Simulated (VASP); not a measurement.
# Cd2S (P-4m2) in VASP: relaxation of cell and atoms with PBE

Aim: the relaxation of cell and atoms of Cd2S with PBE.

Program: VASP 6.6.1. These are calculated values, not measurements. Logs are shortened: lines on timing, memory, paths and dates and some standing lists are left out, and cuts for length are marked.

## (1) The cell of the first run

Symmetry: P-4m2, No. 115, tetragonal system. Conventional cell: a = 4.142 Å, b = 4.142 Å, c = 9.017 Å, α = 90.00°, β = 90.00°, γ = 90.00°. Cd (site symmetry 2mm) has 2 S at 2.61 Å and 5 Cd at 2.79 to 3.24 Å within 3.4 Å. Cd (site symmetry -4m2) has 4 S at 2.57 Å within 3.4 Å. Within 4.3 Å of Cd (site symmetry -4m2) lie 12 Cd at 3.24 to 4.14 Å and 4 S at 3.64 Å. S (site symmetry 2mm) has 4 Cd at 2.57 to 2.61 Å within 3.4 Å.

## (2) Relaxation of cell and atoms, PBE

INCAR

```
SYSTEM = Cd2S
  PREC = Accurate
  ENCUT = 600
  EDIFF = 1E-6
  ISMEAR = 0
  SIGMA = 0.1
  LREAL = .FALSE.
  LASPH = .TRUE.
  NELM = 100
  ALGO = Normal
  ISIF = 3
  LWAVE = .FALSE.
  LCHARG = .FALSE.
  GGA = PE
  IBRION = 2
  NSW = 100
  EDIFFG = -0.01
```

KPOINTS

```
Automatic mesh
0
G
  8 8 4
  0 0 0
```

POSCAR

```
Cd2S
1.0
    4.1416774401      0.0000000000      0.0000000000
    0.0000000000      4.1416774401      0.0000000000
    0.0000000000      0.0000000000      9.0167469674
Cd S
4 2
Direct
    0.5000000000      0.5000000000      0.3452657860
    0.5000000000      0.5000000000      0.6547342140
    0.0000000000      0.0000000000      0.0000000000
    0.0000000000      0.0000000000      0.5000000000
    0.0000000000      0.5000000000      0.1684525747
    0.5000000000      0.0000000000      0.8315474253
```

Potentials or basis: VASP PAW PBE potentials, release 64 (Cd, S).

Launch:

```
> cat potpaw_PBE.64/Cd/POTCAR potpaw_PBE.64/S/POTCAR > POTCAR
> mpirun -np 1 vasp_std > vasp.out
```

OUTCAR:

```text
SYSTEM = Cd2S
   PREC = Accurate
   ENCUT = 600
   EDIFF = 1E-6
   ISMEAR = 0
   LREAL = .FALSE.
   LASPH = .TRUE.
   NELM = 100
   ISIF = 3
   GGA = PE
   IBRION = 2
   NSW = 100
   EDIFFG = -0.01

 ion  position               nearest neighbor table
   1  0.500  0.500  0.345-   5 2.61   5 2.61   2 2.79   4 3.24   4 3.24   4 3.24   4 3.24
   2  0.500  0.500  0.655-   6 2.61   6 2.61   1 2.79   4 3.24   4 3.24   4 3.24   4 3.24
   3  0.000  0.000  0.000-   5 2.57   6 2.57   5 2.57   6 2.57
   4  0.000  0.000  0.500-   1 3.24   2 3.24   1 3.24   2 3.24   1 3.24   2 3.24   1 3.24   2 3.24

   5  0.000  0.500  0.168-   3 2.57   3 2.57   1 2.61   1 2.61
   6  0.500  0.000  0.832-   3 2.57   3 2.57   2 2.61   2 2.61

  LATTYP: Found a simple tetragonal cell.
 ALAT       =     4.1416774401
 C/A-ratio  =     2.1770760997

  Lattice vectors:

 A1 = (   4.1416774401,   0.0000000000,   0.0000000000)
 A2 = (   0.0000000000,   4.1416774401,   0.0000000000)
 A3 = (   0.0000000000,   0.0000000000,   9.0167469674)

Analysis of symmetry for initial positions (statically):
=====================================================================
 Subroutine PRICEL returns:
 Original cell was already a primitive cell.

 Routine SETGRP: Setting up the symmetry group for a
 simple tetragonal supercell.

 Subroutine GETGRP returns: Found  8 space group operations
 (whereof  8 operations were pure point group operations)
 out of a pool of 16 trial point group operations.

The static configuration has the point symmetry D_2d.

Analysis of symmetry for dynamics (positions and initial velocities):
=====================================================================
 Subroutine PRICEL returns:
 Original cell was already a primitive cell.

 Routine SETGRP: Setting up the symmetry group for a
 simple tetragonal supercell.

 Subroutine GETGRP returns: Found  8 space group operations
 (whereof  8 operations were pure point group operations)
 out of a pool of 16 trial point group operations.

The dynamic configuration has the point symmetry D_2d.

 Subroutine INISYM returns: Found  8 space group operations
 (whereof  8 operations are pure point group operations),
 and found     1 'primitive' translations

----------------------------------------------------------------------------------------

                                     Primitive cell

  volume of cell :     154.6687

  direct lattice vectors                    reciprocal lattice vectors
     4.141677440  0.000000000  0.000000000     0.241448064  0.000000000  0.000000000
     0.000000000  4.141677440  0.000000000     0.000000000  0.241448064  0.000000000
     0.000000000  0.000000000  9.016746967     0.000000000  0.000000000  0.110904742

  length of vectors
     4.141677440  4.141677440  9.016746967     0.241448064  0.241448064  0.110904742

  position of ions in fractional coordinates (direct lattice)
     0.500000000  0.500000000  0.345265786
     0.500000000  0.500000000  0.654734214
     0.000000000  0.000000000  0.000000000
     0.000000000  0.000000000  0.500000000
     0.000000000  0.500000000  0.168452575
     0.500000000  0.000000000  0.831547425

  ion indices of the primitive-cell ions
   primitive index   ion index
                 1           1
                 2           2
                 3           3
                 4           4
                 5           5
                 6           6

----------------------------------------------------------------------------------------

 KPOINTS: Automatic mesh

Automatic generation of k-mesh.
 Grid dimensions read from file:
 generate k-points for:    8    8    4

 Generating k-lattice:

  Cartesian coordinates                     Fractional coordinates (reciprocal lattice)
     0.030181008  0.000000000  0.000000000     0.125000000  0.000000000  0.000000000
     0.000000000  0.030181008  0.000000000     0.000000000  0.125000000  0.000000000
     0.000000000  0.000000000  0.027726186     0.000000000  0.000000000  0.250000000

  Length of vectors
     0.030181008  0.030181008  0.027726186

  Shift w.r.t. Gamma in fractional coordinates (k-lattice)
     0.000000000  0.000000000  0.000000000

 Subroutine IBZKPT returns following result:
 ===========================================

 Found     45 irreducible k-points:

 Following reciprocal coordinates:
            Coordinates               Weight
  0.000000  0.000000  0.000000      1.000000
  0.125000  0.000000  0.000000      4.000000
  0.250000  0.000000  0.000000      4.000000
  0.375000  0.000000  0.000000      4.000000
  0.500000  0.000000  0.000000      2.000000
  0.125000  0.125000  0.000000      4.000000
[... 16 lines left out ...]
  0.375000  0.125000  0.250000     16.000000
  0.500000  0.125000  0.250000      8.000000
 [... further k-points ...]
   k-points           NKPTS =     45   k-points in BZ     NKDIM =     45   number of bands    NBANDS=     36
   number of dos      NEDOS =    301   number of ions     NIONS =      6
   total plane-waves  NPLWV =  93312
   dimension x,y,z NGX =    36 NGY =   36 NGZ =   72
   dimension x,y,z NGXF=    72 NGYF=   72 NGZF=  144
   ions per type =               4   2
   NGX,Y,Z   is equivalent  to a cutoff of  14.45, 14.45, 13.27 a.u.
   NGXF,Y,Z  is equivalent  to a cutoff of  28.90, 28.90, 26.55 a.u.
 SYSTEM =  Cd2S
   PREC   = accura    normal or accurate (medium, high low for compatibility)
   ISTART =      0    job   : 0-new  1-cont  2-samecut
   ICHARG =      2    charge: 1-file 2-atom 10-const
   ISPIN  =      1    spin polarized calculation?
   LNONCOLLINEAR =      F non collinear calculations
   LSORBIT =      F    spin-orbit coupling
   LASPH  =      T    aspherical Exc in radial PAW
   ENCUT  =  600.0 eV  44.10 Ry    6.64 a.u.   8.27  8.27 18.01*2*pi/ulx,y,z
   NELM   =    100;   NELMIN=  2; NELMDL= -5     # of ELM steps
   EDIFF  = 0.1E-05   stopping-criterion for ELM
   LREAL  =      F    real-space projection
   EDIFFG = -.1E-01   stopping-criterion for IOM
   NSW    =    100    number of steps for IOM
   IBRION =      2    ionic relax: 0-MD 1-quasi-New 2-CG
   NFREE  =      1    steps in history (QN), initial steepest desc. (CG)
   ISIF   =      3    stress and relaxation
   ISYM   =      2    0-nonsym 1-usesym 2-fastsym
   POTIM  = 0.5000    time-step for ionic-motion
   TEBEG  =    0.0;   TEEND  =   0.0 temperature during run
   PSTRESS=    0.0 pullay stress
   NELECT =      60.0000    total number of electrons
   NUPDOWN=      -1.0000    fix difference up-down
   EMIN   =  10.00;   EMAX   =-10.00  energy-range for DOS
   EFERMI =   0.00;   METHOD = LEGACY
   ISMEAR =     0;   SIGMA  =   0.10  broadening in eV -4-tet -1-fermi 0-gaus
   EFERMI_NEDOS =   21; number of points for ismear=-14 and -15
   IALGO  =     38    algorithm
   IMIX   =      4    mixing-type and parameters
     AMIX     =   0.40;   BMIX     =  1.00
     AMIX_MAG =   1.60;   BMIX_MAG =  1.00
  volume/ion in A,a.u.               =      25.78       173.96
  Fermi-wavevector in a.u.,A,eV,Ry     =   1.193964  2.256264 19.395774  1.425549
  Thomas-Fermi vector in A             =   2.329965
   LORBIT       =      0    0 simple, 1 ext, 2 COOP (PROOUT), +10 PAW based schemes
   GGA     = PE    functional components
   LHFCALC =     F    Hartree Fock is set to
   AEXX    =    0.0000 exact exchange contribution
   IVDW    =     0    specifies the selected vdW correction
   LEPSILON=     F    determine dielectric tensor
   LRPA    =     F    only Hartree local field effects (RPA)
 conjugate gradient relaxation of ions
 non-spin polarized calculation
 Gauss-broadening in eV      SIGMA  =   0.10
  energy-cutoff  :      600.00
  volume of cell :      154.67
 maximum number of plane-waves:      5201
 NGX is ok and might be reduce to    36
   NGX = 17   NGY = 17   NGZ = 37

--------------------------------------- Ionic step        1  -------------------------------------------

 number of electron      60.0000003 magnetization

 Free energy of the ion-electron system (eV)
  ---------------------------------------------------
  ext. energy  EPLUGINS =         0.00000000
  ---------------------------------------------------
  free energy    TOTEN  =       -12.99531160 eV

  energy without entropy =      -12.99129828  energy(sigma->0) =      -12.99330494

------------------------ aborting loop because EDIFF is reached ----------------------------------------

  FORCE on cell =-STRESS in cart. coord.  units (eV):
  Direction    XX          YY          ZZ          XY          YZ          ZX
  --------------------------------------------------------------------------------------
  -------------------------------------------------------------------------------------
  Total       -0.1238911     -0.1238911      0.6116485      0.0000000      0.0000000      0.0000000
  in kB       -1.2833597     -1.2833597      6.3359256      0.0000000      0.0000000      0.0000000
  external PRESSURE =       1.2564021 kB  Pullay stress =       0.0000000 kB
[... 101 lines left out ...]
  FREE ENERGIE OF THE ION-ELECTRON SYSTEM (eV)
  ---------------------------------------------------
  free  energy   TOTEN  =       -12.9989707638 eV

  energy  without entropy=      -12.9946197038  energy(sigma->0) =      -12.99679523

[... ionic steps 4 to 7 ...]

--------------------------------------- Ionic step        8  -------------------------------------------

 number of electron      59.9999985 magnetization

------------------------ aborting loop because EDIFF is reached ----------------------------------------

  FORCE on cell =-STRESS in cart. coord.  units (eV):
  Direction    XX          YY          ZZ          XY          YZ          ZX
  --------------------------------------------------------------------------------------
  -------------------------------------------------------------------------------------
  Total        0.0538420      0.0538420      0.0717365      0.0000000      0.0000000      0.0000000
  in kB        0.5593033      0.5593033      0.7451888      0.0000000      0.0000000      0.0000000
  external PRESSURE =       0.6212652 kB  Pullay stress =       0.0000000 kB
[... 65 lines left out ...]
  energy  without entropy=      -12.9967003181  energy(sigma->0) =      -12.99880064

--------------------------------------- Ionic step       10  -------------------------------------------

 number of electron      59.9999982 magnetization

 Free energy of the ion-electron system (eV)
  ---------------------------------------------------
  ext. energy  EPLUGINS =         0.00000000
  ---------------------------------------------------
  free energy    TOTEN  =       -13.00099020 eV

  energy without entropy =      -12.99677070  energy(sigma->0) =      -12.99888045

 E-fermi :   2.2423     XC(G=0):  -9.3909

 val. band max:        2.2416444024   @ k =   0.1250   0.0000   0.2500
 cond. band min:       2.4874278289   @ k =   0.5000   0.3750   0.0000
 fundamental gap:      0.2457834265
 Fermi energy:         2.2422597673

 k-point     1 :       0.0000    0.0000    0.0000
  band No.  band energies     occupation
      1     -11.1725      2.00000
      2     -10.9181      2.00000
      3      -7.0143      2.00000
      4      -6.9294      2.00000
      5      -6.8093      2.00000
      6      -6.8093      2.00000
[... 925 lines left out ...]
     35       6.5172      0.00000
     36       6.5421      0.00000

 [... further k-points ...]

------------------------ aborting loop because EDIFF is reached ----------------------------------------

  FORCE on cell =-STRESS in cart. coord.  units (eV):
  Direction    XX          YY          ZZ          XY          YZ          ZX
  --------------------------------------------------------------------------------------
  -------------------------------------------------------------------------------------
  Total        0.0096354      0.0096354     -0.0564137      0.0000000      0.0000000      0.0000000
  in kB        0.0999969      0.0999969     -0.5854660      0.0000000      0.0000000      0.0000000
  external PRESSURE =      -0.1284907 kB  Pullay stress =       0.0000000 kB
[... 21 lines left out ...]
  FREE ENERGIE OF THE ION-ELECTRON SYSTEM (eV)
  ---------------------------------------------------
  free  energy   TOTEN  =       -13.0009902044 eV

  energy  without entropy=      -12.9967707022  energy(sigma->0) =      -12.99888045

 reached required accuracy - stopping structural energy minimisation
```

Wall time 29 min (1 thread of Intel Xeon Platinum 8259CL at 2.50GHz (Skylake/Cascade Lake), shared host); peak memory 0.46 GiB.

What came out:

* Free energy: -13.0010 eV
* Relaxed volume: 25.73 Å³/atom
* Relaxed cell: a = 4.108 Å, b = 4.108 Å, c = 9.147 Å, α = 90.00°, β = 90.00°, γ = 90.00°
* Space group after relaxing (to 0.1 Å): P-4m2 (No. 115)
* Energy gained by relaxing: 0.9 meV/atom
* Ionic steps: 10
* Pressure after relaxing: 0.0 GPa
* Largest force after relaxing: 0.010 eV/Å
* Band gap on the k mesh: zero (bands 30 and 31 overlap by 1.14 eV)

Forces in eV/Å, atoms in the order of the input:
```
Cd   0.000  0.000  0.005
Cd   0.000  0.000 -0.005
Cd   0.000  0.000  0.000
Cd   0.000  0.000  0.000
S    0.000  0.000  0.010
S    0.000  0.000 -0.010
```

The path:
| step | energy change (eV) | largest force (eV/Å) | pressure (GPa) | volume (Å³) |
| --- | --- | --- | --- | --- |
| 1 | 0.0000 | 0.0518 | 0.13 | 154.67 |
| 2 | -0.0027 | 0.0425 | -0.06 | 155.12 |
| 3 | -0.0037 | 0.0314 | -0.24 | 155.56 |
| 4 | -0.0051 | 0.0361 | -0.05 | 154.75 |
| 5 | -0.0053 | 0.0394 | 0.05 | 154.31 |
| 6 | -0.0053 | 0.0397 | 0.04 | 154.27 |
| 7 | -0.0053 | 0.0402 | 0.08 | 154.20 |
| 8 | -0.0053 | 0.0401 | 0.06 | 154.24 |
| 9 | -0.0056 | 0.0244 | 0.02 | 154.31 |
| 10 | -0.0057 | 0.0096 | -0.01 | 154.38 |

Final structure:
```
Cd S
1.0
     4.10826    0.00000    0.00000
     0.00000    4.10826    0.00000
     0.00000    0.00000    9.14699
Cd S
4 2
Direct
  0.50000 0.50000 0.34679
  0.50000 0.50000 0.65321
  0.00000 0.00000 0.00000
  0.00000 0.00000 0.50000
  0.00000 0.50000 0.16925
  0.50000 0.00000 0.83075
```

Levels at points of the mesh, in eV from the Fermi level:
```csv
k point,band 27,band 28,band 29,band 30,band 31,band 32,band 33,band 34
"(0.00, 0.00, 0.00)",-2.74,-1.85,-1.85,0.59,1.08,2.69,2.78,2.78
"(0.50, 0.00, 0.00)",-2.07,-2.02,-1.92,-1.58,0.67,1.11,3.65,4.21
"(0.50, 0.50, 0.00)",-3.49,-3.49,-1.27,-1.16,-0.55,-0.55,2.78,3.42
"(0.00, 0.00, 0.50)",-1.99,-1.99,-1.81,-1.10,2.07,2.86,2.89,3.04
"(0.50, 0.00, 0.50)",-2.73,-2.64,-2.07,-2.02,1.88,1.95,2.69,3.48
"(0.50, 0.50, 0.50)",-3.56,-3.56,-1.12,-0.93,-0.22,-0.22,2.21,2.25
```

The gap in the log of VASP goes by the Fermi energy; the results here count the filled bands.